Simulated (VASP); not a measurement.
# SiNi2 (P6_3/mmc) in VASP: notebook

The runs below take SiNi2 through single point, with PBEsol.

Program: VASP 6.6.1. These are calculated values, not measurements. Logs are shortened: lines on timing, memory, paths and dates and some standing lists are left out, and cuts for length are marked.

## 1. The cell of the first run

Symmetry: P6_3/mmc, No. 194, hexagonal system. The conventional cell has a = 3.834 Å, b = 3.834 Å, c = 4.855 Å, α = 90.00°, β = 90.00°, γ = 120.00°. Within 2.9 Å of Si (site symmetry -6m2) lie 11 Ni at 2.21 to 2.52 Å. Within 3.2 Å of Ni (site symmetry -3m) lie 8 Ni at 2.43 to 2.52 Å and 6 Si at 2.52 Å. Ni (site symmetry -6m2) has 5 Si at 2.21 to 2.43 Å and 6 Ni at 2.52 Å within 2.9 Å.

## 2. Single point, PBEsol (10.30 Å³/atom)

Contents of INCAR:

```
SYSTEM = SiNi2
  PREC = Accurate
  ENCUT = 520
  EDIFF = 1E-7
  ISMEAR = 0
  SIGMA = 0.1
  LREAL = .False.
  LASPH = .True.
  NELM = 60
  ALGO = Fast
  ISIF = 2
  LWAVE = .False.
  LCHARG = .True.
  GGA = PS
  LELF = .True.
  LVHAR = .True.
  NBANDS = 33
```

Contents of KPOINTS:

```
regular mesh
0
Gamma
  12 12 8
  0 0 0
```

Contents of POSCAR:

```
SiNi2
1.0
    3.8340825471      0.0000000000      0.0000000000
   -1.9170412736      3.3204128860      0.0000000000
    0.0000000000      0.0000000000      4.8553970320
Si Ni
2 4
Direct
    0.3333333333      0.6666666667      0.7500000000
    0.6666666667      0.3333333333      0.2500000000
    0.0000000000      0.0000000000      0.0000000000
    0.0000000000      0.0000000000      0.5000000000
    0.3333333333      0.6666666667      0.2500000000
    0.6666666667      0.3333333333      0.7500000000
```

Potentials or basis: VASP PAW PBE potentials, release 64 (Si, Ni).

Started as:

```
$ cat potpaw_PBE.64/Si/POTCAR potpaw_PBE.64/Ni/POTCAR > POTCAR
$ mpirun -np 1 vasp_std > vasp.out
```

OUTCAR:

```text
SYSTEM = SiNi2
   PREC = Accurate
   ENCUT = 520
   EDIFF = 1E-7
   ISMEAR = 0
   LREAL = .False.
   LASPH = .True.
   NELM = 60
   ISIF = 2
   GGA = PS

 ion  position               nearest neighbor table
   1  0.333  0.667  0.750-   6 2.21   6 2.21   6 2.21   5 2.43   5 2.43   3 2.52   4 2.52   4 2.52
                             3 2.52   4 2.52   3 2.52
   2  0.667  0.333  0.250-   5 2.21   5 2.21   5 2.21   6 2.43   6 2.43   3 2.52   4 2.52   3 2.52
                             4 2.52   3 2.52   4 2.52
   3  0.000  0.000  0.000-   4 2.43   4 2.43   1 2.52   5 2.52   6 2.52   2 2.52   2 2.52   6 2.52
                             1 2.52   5 2.52   2 2.52   6 2.52   1 2.52   5 2.52
   4  0.000  0.000  0.500-   3 2.43   3 2.43   1 2.52   5 2.52   6 2.52   2 2.52   2 2.52   6 2.52
                             1 2.52   5 2.52   2 2.52   6 2.52   1 2.52   5 2.52
   5  0.333  0.667  0.250-   2 2.21   2 2.21   2 2.21   1 2.43   1 2.43   3 2.52   4 2.52   4 2.52
                             3 2.52   4 2.52   3 2.52
   6  0.667  0.333  0.750-   1 2.21   1 2.21   1 2.21   2 2.43   2 2.43   3 2.52   4 2.52   3 2.52
                             4 2.52   3 2.52   4 2.52

  LATTYP: Found a hexagonal cell.
 ALAT       =     3.8340825471
 C/A-ratio  =     1.2663778029

  Lattice vectors:

 A1 = (   3.8340825471,   0.0000000000,   0.0000000000)
 A2 = (  -1.9170412736,   3.3204128860,   0.0000000000)
 A3 = (   0.0000000000,   0.0000000000,   4.8553970320)

Analysis of symmetry for initial positions (statically):
=====================================================================
 Subroutine PRICEL returns:
 Original cell was already a primitive cell.

 Routine SETGRP: Setting up the symmetry group for a
 hexagonal supercell.

 Subroutine GETGRP returns: Found 24 space group operations
 (whereof 12 operations were pure point group operations)
 out of a pool of 24 trial point group operations.

The static configuration has the point symmetry D_3d.
 The point group associated with its full space group is D_6h.

Analysis of symmetry for dynamics (positions and initial velocities):
=====================================================================
 Subroutine PRICEL returns:
 Original cell was already a primitive cell.

 Routine SETGRP: Setting up the symmetry group for a
 hexagonal supercell.

 Subroutine GETGRP returns: Found 24 space group operations
 (whereof 12 operations were pure point group operations)
 out of a pool of 24 trial point group operations.

[... 113 lines left out ...]
   IBRION =     -1    ionic relax: 0-MD 1-quasi-New 2-CG
   NFREE  =      0    steps in history (QN), initial steepest desc. (CG)
   ISIF   =      2    stress and relaxation
   ISYM   =      2    0-nonsym 1-usesym 2-fastsym
   POTIM  = 0.5000    time-step for ionic-motion
   TEBEG  =    0.0;   TEEND  =   0.0 temperature during run
   PSTRESS=    0.0 pullay stress
   NELECT =      48.0000    total number of electrons
   NUPDOWN=      -1.0000    fix difference up-down
   EMIN   =  10.00;   EMAX   =-10.00  energy-range for DOS
   EFERMI =   0.00;   METHOD = LEGACY
   ISMEAR =     0;   SIGMA  =   0.10  broadening in eV -4-tet -1-fermi 0-gaus
   EFERMI_NEDOS =   21; number of points for ismear=-14 and -15
   IALGO  =     68    algorithm
   IMIX   =      4    mixing-type and parameters
     AMIX     =   0.40;   BMIX     =  1.00
     AMIX_MAG =   1.60;   BMIX_MAG =  1.00
  volume/ion in A,a.u.               =      10.30        69.52
  Fermi-wavevector in a.u.,A,eV,Ry     =   1.504744  2.843553 30.807033  2.264253
  Thomas-Fermi vector in A             =   2.615683
   LORBIT       =      0    0 simple, 1 ext, 2 COOP (PROOUT), +10 PAW based schemes
   GGA     = PS    functional components
   LHFCALC =     F    Hartree Fock is set to
   AEXX    =    0.0000 exact exchange contribution
   IVDW    =     0    specifies the selected vdW correction
   LEPSILON=     F    determine dielectric tensor
   LRPA    =     F    only Hartree local field effects (RPA)
 non-spin polarized calculation
 RMM-DIIS sequential band-by-band and
 Gauss-broadening in eV      SIGMA  =   0.10
  energy-cutoff  :      520.00
  volume of cell :       61.81
 maximum number of plane-waves:      1692
 NGX is ok and might be reduce to    30
   NGX = 15   NGY = 15   NGZ = 19

 number of electron      47.9999954 magnetization

 Free energy of the ion-electron system (eV)
  ---------------------------------------------------
  ext. energy  EPLUGINS =         0.00000000
  ---------------------------------------------------
  free energy    TOTEN  =       -39.51528796 eV

  energy without entropy =      -39.49859612  energy(sigma->0) =      -39.50694204

 E-fermi :  11.8898     XC(G=0): -13.3834

 val. band max:       11.8806007376   @ k =   0.3333  -0.0000   0.2500
 cond. band min:      11.8951867209   @ k =   0.3333   0.3333   0.2500
 fundamental gap:      0.0145859833
 Fermi energy:        11.8897555378

 k-point     1 :       0.0000    0.0000    0.0000
  band No.  band energies     occupation
      1      -1.1769      2.00000
      2       3.4859      2.00000
      3       5.1084      2.00000
      4       6.4826      2.00000
      5       6.4826      2.00000
      6       7.7032      2.00000
[... 853 lines left out ...]
     32      19.3829      0.00000
     33      20.4463      0.00000

 [... further k-points ...]

------------------------ aborting loop because EDIFF is reached ----------------------------------------

  FORCE on cell =-STRESS in cart. coord.  units (eV):
  Direction    XX          YY          ZZ          XY          YZ          ZX
  --------------------------------------------------------------------------------------
  -------------------------------------------------------------------------------------
  Total        2.9428349      2.9428349      2.8525037     -0.0000000     -0.0000000      0.0000000
  in kB       76.2778050     76.2778050     73.9364337     -0.0000000     -0.0000000      0.0000000
  external PRESSURE =      75.4973479 kB  Pullay stress =       0.0000000 kB

 VOLUME and BASIS-vectors are now :
 -----------------------------------------------------------------------------
  energy-cutoff  :      520.00
  volume of cell :       61.81
      direct lattice vectors                 reciprocal lattice vectors
     3.834082547  0.000000000  0.000000000     0.260818589  0.150583683  0.000000000
    -1.917041274  3.320412886  0.000000000     0.000000000  0.301167365  0.000000000
     0.000000000  0.000000000  4.855397032     0.000000000  0.000000000  0.205956381

 POSITION                                       TOTAL-FORCE (eV/Angst)
 -----------------------------------------------------------------------------------
     -0.00000      2.21361      3.64155         0.000000      0.000000      0.000000
      1.91704      1.10680      1.21385        -0.000000      0.000000      0.000000
      0.00000      0.00000      0.00000         0.000000      0.000000      0.000000
      0.00000      0.00000      2.42770         0.000000      0.000000      0.000000
     -0.00000      2.21361      1.21385        -0.000000     -0.000000      0.000000
      1.91704      1.10680      3.64155        -0.000000      0.000000      0.000000
 -----------------------------------------------------------------------------------
    total drift:                                0.000000     -0.000000      0.000000

  FREE ENERGIE OF THE ION-ELECTRON SYSTEM (eV)
  ---------------------------------------------------
  free  energy   TOTEN  =       -39.5152879622 eV

  energy  without entropy=      -39.4985961195  energy(sigma->0) =      -39.50694204
```

stdout:

```text
POSCAR found type information on POSCAR SiNi
 POSCAR found :  2 types and       6 ions
 scaLAPACK will be used
 -----------------------------------------------------------------------------
|                                                                             |
|                                                                             |
|     You enforced a specific xc type in the INCAR file but a different       |
|     I HOPE YOU KNOW WHAT YOU ARE DOING!                                     |
|                                                                             |
 -----------------------------------------------------------------------------

 LDA part: xc-table for (Slater+PW92), standard interpolation
 POSCAR, INCAR and KPOINTS ok, starting setup
 FFT: planning ... GRIDC
 FFT: planning ... GRID_SOFT
 FFT: planning ... GRID
 WAVECAR not read
 entering main loop
WARNING in EDDRMM: call to ZHEGV failed, returncode =   6  3     33
```

Run time: 2.8 min. Hardware: 1 thread of Intel Xeon 6975P-C (Granite Rapids), shared host; peak memory 0.27 GiB.

What came out:

| Quantity | Value |
| --- | --- |
| Free energy | -39.5153 eV |
| Pressure | 7.5 GPa |
| Band gap on the k mesh | zero (bands 24 and 25 overlap by 3.51 eV) |

Caveat: the cell stands under pressure; the PAW data sets were made with another functional, which shifts forces and pressure a little. Spin polarisation is off, so any magnetic state and its effect on volume and gap are missing.

## 3. Single point, PBEsol

This run uses another cell than the first one, of 10.62 Å³/atom.

Contents of INCAR:

```
ALGO = Fast ; EDIFF = 1E-6
ENCUT = 520 ; GGA = PS
ISIF = 2 ; ISMEAR = 0
LASPH = True ; LCHARG = False
LREAL = False ; LWAVE = False
NBANDS = 33 ; NELM = 80
PREC = Accurate ; SIGMA = 0.1
```

Contents of KPOINTS:

```
k-points
0
Gamma
  12 12 8
```

POSCAR, as its differences from that of step 2:

```diff
@@ -2,5 +2,5 @@
 1.0
-    3.8340825471      0.0000000000      0.0000000000
-   -1.9170412736      3.3204128860      0.0000000000
-    0.0000000000      0.0000000000      4.8553970320
+    3.8684636107      0.0000000000      0.0000000000
+   -1.9342318054      3.3501877605      0.0000000000
+    0.0000000000      0.0000000000      4.9169851898
 Si Ni
```

Potentials or basis: VASP PAW PBE potentials, release 64 (Si, Ni).

Started as:

```
$ cat potpaw_PBE.64/Si/POTCAR potpaw_PBE.64/Ni/POTCAR > POTCAR
$ mpirun -np 1 vasp_std > vasp.out
```

It took 2.2 min on 1 thread of Intel Xeon 6975P-C (Granite Rapids), shared host; peak memory 0.28 GiB.

It converged, with:

| Quantity | Value |
| --- | --- |
| Free energy | -39.5603 eV |
| Pressure | 0.3 GPa |
| Band gap on the k mesh | zero (bands 24 and 25 overlap by 3.38 eV) |

Stress tensor (GPa, compression positive):
```
0.38 0.00 0.00
0.00 0.38 0.00
0.00 0.00 0.13
```

Levels at points of the mesh, in eV from the Fermi level:
```tsv
k point	band 21	band 22	band 23	band 24	band 25	band 26	band 27	band 28
(0.00, 0.00, 0.00)	-0.65	-0.65	0.13	2.75	2.75	2.75	2.88	2.88
(0.50, 0.00, 0.00)	-1.37	-1.25	-1.04	-0.71	-0.57	1.22	1.86	3.01
(0.00, 0.00, 0.50)	-1.28	-1.28	2.23	2.23	3.33	3.33	3.33	3.33
(0.50, 0.00, 0.50)	-1.30	-1.30	-0.93	-0.93	0.97	0.97	2.95	2.95
```

Caveat: the PAW data sets were made with another functional, which shifts forces and pressure a little.

## 4. Single point, PBEsol

This run uses another cell than the first one, of 10.62 Å³/atom.

Contents of INCAR:

```
SYSTEM = SiNi2
PREC = Accurate
ENCUT = 520
EDIFF = 1E-6
ISMEAR = 0
SIGMA = 0.1
LREAL = .False.
LASPH = .True.
NELM = 100
ALGO = Fast
ISIF = 2
LWAVE = .False.
LCHARG = .True.
GGA = PS
LELF = .True.
LVHAR = .True.
NBANDS = 33
```

Contents of KPOINTS:

```
regular mesh
0
Gamma
  12 12 8
  0 0 0
```

POSCAR is that of step 3.

Started as:

```
$ cat potpaw_PBE.64/Si/POTCAR potpaw_PBE.64/Ni/POTCAR > POTCAR
$ mpirun -np 1 vasp_std > vasp.out
```

It took 2.2 min on 1 thread of Intel Xeon 6975P-C (Granite Rapids), shared host; peak memory 0.28 GiB.

The run converged. Its results:

```yaml
Free_energy: -39.5603 eV
Pressure: 0.3 GPa
Band_gap_on_the_k_mesh: zero (bands 24 and 25 overlap by 3.38 eV)
```

Stress tensor (GPa, compression positive):
```
0.38 0.00 0.00
0.00 0.38 0.00
0.00 0.00 0.13
```

Levels at points of the mesh, in eV from the Fermi level:
| k point | band 22 | band 23 | band 24 | band 25 | band 26 | band 27 |
| --- | --- | --- | --- | --- | --- | --- |
| (0.00, 0.00, 0.00) | -0.65 | 0.13 | 2.75 | 2.75 | 2.75 | 2.88 |
| (0.50, 0.00, 0.00) | -1.25 | -1.04 | -0.71 | -0.57 | 1.22 | 1.86 |
| (0.00, 0.00, 0.50) | -1.28 | 2.23 | 2.23 | 3.33 | 3.33 | 3.33 |
| (0.50, 0.00, 0.50) | -1.30 | -0.93 | -0.93 | 0.97 | 0.97 | 2.95 |

Caveat: the PAW data sets were made with another functional, which shifts forces and pressure a little.
